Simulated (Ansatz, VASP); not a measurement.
## Two plane-wave programs on Sc

```
CELL_PARAMETERS angstrom
3.19915 0.00000 0.00000
-1.59958 2.77055 0.00000
0.00000 0.00000 10.22278
ATOMIC_POSITIONS crystal
Sc 0.00000 0.00000 0.00000
Sc 0.00000 0.00000 0.50000
Sc 0.33333 0.66667 0.25000
Sc 0.66667 0.33333 0.75000
```

Alike in both runs: task single point; functional RPBE; k mesh 12 × 12 × 4; occupations fermi-dirac, width 0.1 eV; no spin polarisation.

```csv
,VASP,Ansatz
version,VASP 6.6.1,Ansatz 0.2.0
potentials or method,"VASP PAW PBE potentials, release 64 (Sc_sv), cutoff 520 eV","plane waves (420 eV) with PAW, scalar-relativistic"
valence electrons in the cell,44,44
```

VASP gave:

```
pressure (GPa) : 7.7
```

Problem. Estimate Ansatz's values.

Solution. Pressure (GPa): 7.6.

VASP's potentials were made for PBE, not for RPBE.
